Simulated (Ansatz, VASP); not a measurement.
# Au3C: VASP beside Ansatz

```
Au C
1.0
     2.94020    0.00000    0.00000
    -1.47010    2.54629    0.00000
     0.00000    0.00000   21.89749
Au C
3 1
Direct
  0.66667 0.33333 0.18267
  0.33333 0.66667 0.29452
  0.00000 0.00000 0.40632
  0.11111 0.88889 0.49355
```

Alike in both runs: task single point; functional PBE; k mesh 9 × 9 × 1; occupations gaussian, width 0.1 eV; no spin polarisation.

```csv
,VASP,Ansatz
version,VASP 6.6.1,Ansatz 0.2.0
potentials or method,"VASP PAW PBE potentials, release 64 (Au, C), cutoff 520 eV","scalar-relativistic, plane waves, PAW"
valence electrons in the cell,37,61
```

Ansatz gave:

| Quantity | Value |
| --- | --- |
| gap on the k mesh at the Fermi level (eV) | none |
| rms of the force components (eV/Å) | 0.178 |

Which values does VASP return?

gap on the k mesh at the Fermi level (eV): none; rms of the force components (eV/Å): 0.165.

Atom by atom the forces differ by 0.019 eV/Å (rms over components). A gap of «none» marks a metal or a gap that the smearing closes. VASP's potentials hold 37 valence electrons a cell and Ansatz's 61, so a difference there can come from the potentials and not from the codes.

Spin-orbit coupling is off throughout.
